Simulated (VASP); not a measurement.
# Si (P-1) in VASP: single point with r2SCAN

Aim: the single point of Si with r2SCAN.

All numbers are computed with VASP 6.6.1; they aren't measurements. Logs are shortened: lines on timing, memory, paths and dates and some standing lists are left out, and cuts for length are marked.

## Step 1: The cell of the first run

The typed cell holds 2 atoms: a = 4.200 Å, b = 4.200 Å, c = 4.200 Å, α = 90.00°, β = 90.00°, γ = 90.00°.

## Step 2: Single point, r2SCAN

The input, POSCAR:

```
Si
1.0
    4.2000000000      0.0000000000      0.0000000000
    0.0000000000      4.2000000000      0.0000000000
    0.0000000000      0.0000000000      4.2000000000
Si
2
Direct
    0.0000000000      0.0000000000      0.0000000000
    0.2757768137      0.1654660882      0.1240995662
```

The input, INCAR.step1:

```
SYSTEM = Si
PREC = Accurate
ENCUT = 550
ISMEAR = -1
SIGMA = 0.3
LREAL = .FALSE.
LASPH = .TRUE.
NELM = 120
NBANDS = 11
GGA = PE
ALGO = Normal
EDIFF = 1E-5
LWAVE = .TRUE.
LCHARG = .FALSE.
GGA_COMPAT = .FALSE.
```

The input, INCAR.step2:

```
SYSTEM = Si
PREC = Accurate
ENCUT = 550
EDIFF = 1E-6
ISMEAR = -1
SIGMA = 0.3
LREAL = .FALSE.
LASPH = .TRUE.
NELM = 120
ALGO = Normal
ISIF = 2
LWAVE = .FALSE.
LCHARG = .TRUE.
METAGGA = R2SCAN
LMIXTAU = .TRUE.
LELF = .TRUE.
LVHAR = .TRUE.
NBANDS = 11
ISTART = 1
GGA_COMPAT = .FALSE.
```

The input, KPOINTS:

```
regular mesh
0
G
  1 1 1
  0 0 0
```

Potentials or basis: VASP PAW PBE potentials, release 64 (Si).

Started as:

```sh
$ cat potpaw_PBE.64/Si/POTCAR > POTCAR
$ cp INCAR.step1 INCAR
$ mpirun -np 1 vasp_gam > vasp.out
$ cp INCAR.step2 INCAR
$ mpirun -np 1 vasp_gam > vasp.out
```

OUTCAR:

```text
SYSTEM = Si
   PREC = Accurate
   ENCUT = 550
   EDIFF = 1E-6
   ISMEAR = -1
   LREAL = .FALSE.
   LASPH = .TRUE.
   NELM = 120
   ISIF = 2
   METAGGA = R2SCAN
   ISTART = 1

 ion  position               nearest neighbor table
   1  0.000  0.000  0.000-   2 1.45
   2  0.276  0.165  0.124-   1 1.45

 -----------------------------------------------------------------------------
|                                                                             |
|           W    W    AA    RRRRR   N    N  II  N    N   GGGG   !!!           |
|           W    W   A  A   R    R  NN   N  II  NN   N  G    G  !!!           |
|           W    W  A    A  R    R  N N  N  II  N N  N  G       !!!           |
|           W WW W  AAAAAA  RRRRR   N  N N  II  N  N N  G  GGG   !            |
|           WW  WW  A    A  R   R   N   NN  II  N   NN  G    G                |
|           W    W  A    A  R    R  N    N  II  N    N   GGGG   !!!           |
|                                                                             |
|     The distance between some ions is very small. Please check the          |
|     nearest-neighbor list in the OUTCAR file.                               |
|     I HOPE YOU KNOW WHAT YOU ARE DOING!                                     |
|                                                                             |
 -----------------------------------------------------------------------------

  LATTYP: Found a simple cubic cell.
 ALAT       =     4.2000000000

  Lattice vectors:

 A1 = (   4.2000000000,   0.0000000000,   0.0000000000)
 A2 = (   0.0000000000,   4.2000000000,   0.0000000000)
 A3 = (   0.0000000000,   0.0000000000,   4.2000000000)

Analysis of symmetry for initial positions (statically):
=====================================================================
 Subroutine PRICEL returns:
 Original cell was already a primitive cell.

 Routine SETGRP: Setting up the symmetry group for a
 simple cubic supercell.

 Subroutine GETGRP returns: Found  2 space group operations
 (whereof  1 operations were pure point group operations)
 out of a pool of 48 trial point group operations.

The static configuration has the point symmetry C_1 .
 The point group associated with its full space group is S_2 .

Analysis of symmetry for dynamics (positions and initial velocities):
=====================================================================
 Subroutine PRICEL returns:
 Original cell was already a primitive cell.

 Routine SETGRP: Setting up the symmetry group for a
 simple cubic supercell.

 Subroutine GETGRP returns: Found  2 space group operations
 (whereof  1 operations were pure point group operations)
 out of a pool of 48 trial point group operations.

The dynamic configuration has the point symmetry C_1 .
 The point group associated with its full space group is S_2 .

 Subroutine INISYM returns: Found  2 space group operations
 (whereof  1 operations are pure point group operations),
 and found     1 'primitive' translations

----------------------------------------------------------------------------------------

                                     Primitive cell

  volume of cell :      74.0880

  direct lattice vectors                    reciprocal lattice vectors
     4.200000000  0.000000000  0.000000000     0.238095238  0.000000000  0.000000000
     0.000000000  4.200000000  0.000000000     0.000000000  0.238095238  0.000000000
     0.000000000  0.000000000  4.200000000     0.000000000  0.000000000  0.238095238

  length of vectors
     4.200000000  4.200000000  4.200000000     0.238095238  0.238095238  0.238095238

  position of ions in fractional coordinates (direct lattice)
     0.000000000  0.000000000  0.000000000
     0.275776814  0.165466088  0.124099566

  ion indices of the primitive-cell ions
   primitive index   ion index
                 1           1
                 2           2

----------------------------------------------------------------------------------------

 KPOINTS: regular mesh

Automatic generation of k-mesh.
 Grid dimensions read from file:
 generate k-points for:    1    1    1

 Generating k-lattice:

  Cartesian coordinates                     Fractional coordinates (reciprocal lattice)
     0.238095238  0.000000000  0.000000000     1.000000000  0.000000000  0.000000000
     0.000000000  0.238095238  0.000000000     0.000000000  1.000000000  0.000000000
     0.000000000  0.000000000  0.238095238     0.000000000  0.000000000  1.000000000

  Length of vectors
     0.238095238  0.238095238  0.238095238

  Shift w.r.t. Gamma in fractional coordinates (k-lattice)
     0.000000000  0.000000000  0.000000000

 Subroutine IBZKPT returns following result:
 ===========================================

 Found      1 irreducible k-points:

 Following reciprocal coordinates:
            Coordinates               Weight
  0.000000  0.000000  0.000000      1.000000
   k-points           NKPTS =      1   k-points in BZ     NKDIM =      1   number of bands    NBANDS=     11
   number of dos      NEDOS =    301   number of ions     NIONS =      2
   total plane-waves  NPLWV =  32768
   dimension x,y,z NGX =    32 NGY =   32 NGZ =   32
   dimension x,y,z NGXF=    64 NGYF=   64 NGZF=   64
   ions per type =               2
   NGX,Y,Z   is equivalent  to a cutoff of  12.67, 12.67, 12.67 a.u.
   NGXF,Y,Z  is equivalent  to a cutoff of  25.33, 25.33, 25.33 a.u.
 SYSTEM =  Si
   PREC   = accura    normal or accurate (medium, high low for compatibility)
   ISTART =      1    job   : 0-new  1-cont  2-samecut
   ICHARG =      0    charge: 1-file 2-atom 10-const
   ISPIN  =      1    spin polarized calculation?
   LNONCOLLINEAR =      F non collinear calculations
   LSORBIT =      F    spin-orbit coupling
   LASPH  =      T    aspherical Exc in radial PAW
   ENCUT  =  550.0 eV  40.42 Ry    6.36 a.u.   8.03  8.03  8.03*2*pi/ulx,y,z
   NELM   =    120;   NELMIN=  2; NELMDL=  0     # of ELM steps
   EDIFF  = 0.1E-05   stopping-criterion for ELM
   LREAL  =      F    real-space projection
   EDIFFG = 0.1E-04   stopping-criterion for IOM
   NSW    =      0    number of steps for IOM
   IBRION =     -1    ionic relax: 0-MD 1-quasi-New 2-CG
   NFREE  =      0    steps in history (QN), initial steepest desc. (CG)
   ISIF   =      2    stress and relaxation
   ISYM   =      2    0-nonsym 1-usesym 2-fastsym
   POTIM  = 0.5000    time-step for ionic-motion
   TEBEG  =    0.0;   TEEND  =   0.0 temperature during run
   PSTRESS=    0.0 pullay stress
   NELECT =       8.0000    total number of electrons
   NUPDOWN=      -1.0000    fix difference up-down
   EMIN   =  10.00;   EMAX   =-10.00  energy-range for DOS
   EFERMI =   0.00;   METHOD = LEGACY
   ISMEAR =    -1;   SIGMA  =   0.30  broadening in eV -4-tet -1-fermi 0-gaus
   EFERMI_NEDOS =   21; number of points for ismear=-14 and -15
   IALGO  =     38    algorithm
   IMIX   =      4    mixing-type and parameters
     AMIX     =   0.40;   BMIX     =  1.00
     AMIX_MAG =   1.60;   BMIX_MAG =  1.00
  volume/ion in A,a.u.               =      37.04       249.99
  Fermi-wavevector in a.u.,A,eV,Ry     =   0.779571  1.473175  8.268676  0.607731
  Thomas-Fermi vector in A             =   1.882702
   LORBIT       =      0    0 simple, 1 ext, 2 COOP (PROOUT), +10 PAW based schemes
   METAGGA = R2SCAN    functional components
   LHFCALC =     F    Hartree Fock is set to
   AEXX    =    0.0000 exact exchange contribution
   IVDW    =     0    specifies the selected vdW correction
   LEPSILON=     F    determine dielectric tensor
   LRPA    =     F    only Hartree local field effects (RPA)
 non-spin polarized calculation
  energy-cutoff  :      550.00
  volume of cell :       74.09
 maximum number of plane-waves:      1055
   NGX = 17   NGY = 17   NGZ = 17

 number of electron       7.9999999 magnetization

 Free energy of the ion-electron system (eV)
  ---------------------------------------------------
  ext. energy  EPLUGINS =         0.00000000
  ---------------------------------------------------
  free energy    TOTEN  =         2.30588942 eV

  energy without entropy =        3.40578396  energy(sigma->0) =        2.85583669

 E-fermi :  -0.0984     XC(G=0):  -6.8692

 val. band max:       -0.3638692013   @ k =   0.0000   0.0000   0.0000
 cond. band min:      -0.0485410966   @ k =   0.0000   0.0000   0.0000
 fundamental gap:      0.3153281047
 Fermi energy:        -0.0983634985

 k-point     1 :       0.0000    0.0000    0.0000
  band No.  band energies     occupation
      1      -9.8302      2.00000
      2      -1.1030      1.93214
      3      -0.6620      1.73497
      4      -0.3639      1.41572
      5      -0.0485      0.91715
      6       3.4321      0.00002
      7       4.6879      0.00000
      8       8.3552      0.00000
      9       9.5877      0.00000
     10      10.3361      0.00000
     11      10.7813      0.00000

------------------------ aborting loop because EDIFF is reached ----------------------------------------

  FORCE on cell =-STRESS in cart. coord.  units (eV):
  Direction    XX          YY          ZZ          XY          YZ          ZX
  --------------------------------------------------------------------------------------
  -------------------------------------------------------------------------------------
  Total       50.9284240     20.2092579     12.6034200     24.1230859     10.7958601     18.2254362
  in kB     1101.3438934    437.0318387    272.5530958    521.6696548    233.4640189    394.1310435
  external PRESSURE =     603.6429426 kB  Pullay stress =       0.0000000 kB

 VOLUME and BASIS-vectors are now :
 -----------------------------------------------------------------------------
  energy-cutoff  :      550.00
  volume of cell :       74.09
      direct lattice vectors                 reciprocal lattice vectors
     4.200000000  0.000000000  0.000000000     0.238095238  0.000000000  0.000000000
     0.000000000  4.200000000  0.000000000     0.000000000  0.238095238  0.000000000
     0.000000000  0.000000000  4.200000000     0.000000000  0.000000000  0.238095238

 POSITION                                       TOTAL-FORCE (eV/Angst)
 -----------------------------------------------------------------------------------
      0.00000      0.00000      0.00000       -36.591091    -21.543971    -16.290960
      1.15826      0.69496      0.52122        36.591091     21.543971     16.290960
 -----------------------------------------------------------------------------------
    total drift:                                0.000008     -0.000010     -0.000009

  FREE ENERGIE OF THE ION-ELECTRON SYSTEM (eV)
  ---------------------------------------------------
  free  energy   TOTEN  =         2.3058894153 eV

  energy  without entropy=        3.4057839645  energy(sigma->0) =        2.85583669
```

Run time: 18 s. Hardware: 1 thread of AMD EPYC 7R13, shared host; peak memory 0.14 GiB.

Results:

```
Free energy            : 2.3059 eV
Pressure               : 60.4 GPa
Largest force          : 45.480 eV/Å
Band gap on the k mesh : 0.32 eV
```

Forces on the atoms (eV/Å):
```
Si  -36.591 -21.544 -16.291
Si   36.591  21.544  16.291
```

Stress tensor (GPa, compression positive):
```
110.13  52.17  39.41
 52.17  43.70  23.35
 39.41  23.35  27.26
```

Caveat: the k points lie up to 1.50 Å⁻¹ apart; the PAW data sets were made with another functional, which shifts forces and pressure a little. A k mesh can miss the band edges.
